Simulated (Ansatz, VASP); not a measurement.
**Two plane-wave programs on MgO**

```
Mg O
1.0
     0.00000    2.10217    2.10217
     2.09481    0.00000    2.10217
     2.09481    2.10217    0.00000
Mg O
1 1
Cartesian
  0.0000 0.0000 0.0000
  2.0948 2.1022 2.1022
```

Change from the starting cell: uniaxial_x strain -0.3%.

Alike in both runs: task single point; functional r2SCAN; k mesh 10 × 10 × 10; no spin polarisation.

|  | VASP | Ansatz |
| --- | --- | --- |
| version | VASP 6.6.1 | Ansatz 0.2.0 |
| potentials or method | VASP PAW PBE potentials, release 64 (Mg, O) | plane waves, PAW |
| plane-wave cutoff (eV) | 520 | 500 |
| occupations | gaussian, width 0.01 eV | fixed |
| valence electrons in the cell | 8 | 16 |

|  | VASP | Ansatz | Ansatz less VASP |
| --- | --- | --- | --- |
| gap on the k mesh at the Fermi level (eV) | 5.69 | 5.72 | +0.025 |
| pressure (GPa) | -0.5 | 0.6 | +1.15 |
| traceless stress, the component that is largest in VASP (GPa) | 0.52 | 0.52 | +0.001 |

VASP's potentials were made for PBE, not for r2SCAN. VASP's potentials hold 8 valence electrons a cell and Ansatz's 16, so a difference there can come from the potentials and not from the codes.
